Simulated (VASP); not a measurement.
Set up this calculation in VASP 6.6.1, as the native input.

- Task: electric field gradients
- Functional: LDA
- Potentials or basis: VASP PAW LDA potentials, release 64 (Li_sv, Pt)
- Cutoff: 520 eV
- k mesh: 9 × 9 × 12
- Occupations: fermi-dirac, width 0.03 eV
- Spin: no spin polarisation
- Dipole correction: no
- Further INCAR settings: ALGO = Normal; EDIFF = 1e-08; NBANDS = 15

The structure of Li2Pt lies in POSCAR:

```
Li2Pt
1.0
    4.1859989866      0.0209299949      0.0209299949
   -2.0748735860      3.6147164652      0.0076609098
    0.0133050000      0.0133050000      2.6610000000
Li Pt
2 1
Direct
    0.3333333333      0.6666666667      0.5000000000
    0.6666666667      0.3333333333      0.5000000000
    0.0000000000      0.0000000000      0.0000000000
```

This cell differs from its parent crystal: equal xy, yz and zx shear strains of +1 %.

The input as run:

INCAR

```
SYSTEM = Li2Pt
  PREC = Accurate
  ENCUT = 520
  EDIFF = 1E-8
  ISMEAR = -1
  SIGMA = 0.03
  LREAL = .FALSE.
  LASPH = .TRUE.
  NELM = 80
  ALGO = Normal
  ISIF = 2
  LWAVE = .FALSE.
  LCHARG = .FALSE.
  GGA = CA
  LEFG = .TRUE.
  NBANDS = 15
```

KPOINTS

```
Automatic mesh
0
G
  9 9 12
  0 0 0
```

Potentials or basis: VASP PAW LDA potentials, release 64 (Li_sv, Pt).

Launch:

```bash
$ cat potpaw_LDA.64/Li_sv/POTCAR potpaw_LDA.64/Pt/POTCAR > POTCAR
$ mpirun -np 1 vasp_std > vasp.out
```

It gave:

```yaml
Largest_force: 0.022 eV/Å
Band_gap_on_the_k_mesh: zero (bands 8 and 9 overlap by 1.84 eV)
Largest_electric_field_gradient_by_atom: Li +0.3; Pt -310.4 V/Å²
```

Caveat: the cell differs from its parent crystal (equal xy, yz and zx shear strains of +1 %); without QUAD_EFG the Cq values of the log hold for a quadrupole moment of 1 mb, not for the nuclei; spin-orbit coupling is left out, which moves the levels of the heavy elements.

Run time: 3.7 min on 1 thread of Intel Xeon 8259CL (shared host), peak memory 0.37 GiB.
